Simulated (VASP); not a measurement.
ZnGe2N2: single point with PBE

The system is ZnGe2N2.

```
CELL_PARAMETERS angstrom
3.98639 0.00000 0.00000
-1.99319 3.45231 0.00000
0.00000 0.00000 5.08801
ATOMIC_POSITIONS crystal
Zn 0.33333 0.66667 0.50000
Ge 0.00000 0.00000 0.00000
Ge 0.00000 0.00000 0.50000
N 0.66667 0.33333 0.50000
N 0.33333 0.66667 0.00000
```

The cell was generated, and may not be a known phase.

* Program: VASP 6.6.1
* Task: single point
* Functional: PBE
* Potentials or basis: VASP PAW PBE potentials, release 64 (Zn, Ge_d, N)
* Cutoff: 520 eV
* k mesh: 12 × 12 × 8
* Occupations: gaussian, width 0.1 eV
* Spin: no spin polarisation

- Pressure: 0.3 GPa
- Band gap on the k mesh: zero (bands 25 and 26 overlap by 0.78 eV)

Stress tensor (GPa, compression positive):
```
0.44 0.00 0.00
0.00 0.44 0.00
0.00 0.00 0.03
```

Levels at points of the mesh, in eV from the Fermi level:
| k point | band 23 | band 24 | band 25 | band 26 | band 27 | band 28 |
| --- | --- | --- | --- | --- | --- | --- |
| (0.00, 0.00, 0.00) | -2.28 | -2.28 | -0.20 | 0.89 | 1.02 | 1.02 |
| (0.50, 0.00, 0.00) | -2.43 | -2.29 | -0.40 | -0.30 | 2.45 | 4.50 |
| (0.00, 0.00, 0.50) | -1.97 | -1.35 | -0.94 | 0.54 | 0.54 | 2.39 |
| (0.50, 0.00, 0.50) | -1.98 | -0.50 | -0.26 | 2.39 | 3.67 | 4.29 |

It took 2.9 min on 1 thread of Intel(R) Xeon(R) Platinum 8124M CPU @ 3.00GHz (Skylake/Cascade Lake), with other jobs on the host, peak memory 0.32 GiB.
